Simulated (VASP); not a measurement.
**TiCo2: single point with PBEsol**

The system is TiCo2.

```
Ti Co
1.0
     0.00000    3.30243    3.30243
     3.30243    0.00000    3.30243
     3.30243    3.30243    0.00000
Ti Co
2 4
Direct
  0.50000 0.50000 0.50000
  0.75000 0.75000 0.75000
  0.12500 0.12500 0.12500
  0.62500 0.12500 0.12500
  0.12500 0.12500 0.62500
  0.12500 0.62500 0.12500
```

```yaml
Program: VASP 6.6.1
Task: single point
Functional: PBEsol
Potentials_or_basis: VASP PAW PBE potentials, release 64 (Ti_sv, Co)
Cutoff: 550 eV
k_mesh: 10 × 10 × 10
Occupations: fermi-dirac, width 0.15 eV
Spin: no spin polarisation
Dipole_correction: no
Second_try: not_converged
Further_INCAR_settings: ALGO = All; EDIFF = 1e-06; NBANDS = 39
```

```json
{"Pressure": "-4.9 GPa", "Band gap on the k mesh": "zero (bands 30 and 31 overlap by 0.81 eV)"}
```

Levels at points of the mesh, in eV from the Fermi level:
```tsv
k point	band 28	band 29	band 30	band 31	band 32	band 33
(0.00, 0.00, 0.00)	-0.62	-0.55	-0.55	-0.55	0.82	0.82
(0.50, 0.00, 0.00)	-0.37	-0.37	0.17	0.17	0.59	0.59
(0.50, 0.50, 0.00)	-0.55	-0.51	-0.51	-0.01	-0.01	0.93
```

It took 87 s on 4 MPI ranks on Intel(R) Xeon(R) Platinum 8559C (Emerald Rapids), with other jobs on the host, peak memory 0.39 GiB a rank.

Caveat: the cell stands under tension; the PAW data sets were made with another functional, which shifts forces and pressure a little; the run has no spin polarisation, though such a crystal can be magnetic. Spin polarisation is off, so any magnetic state and its effect on volume and gap are missing.
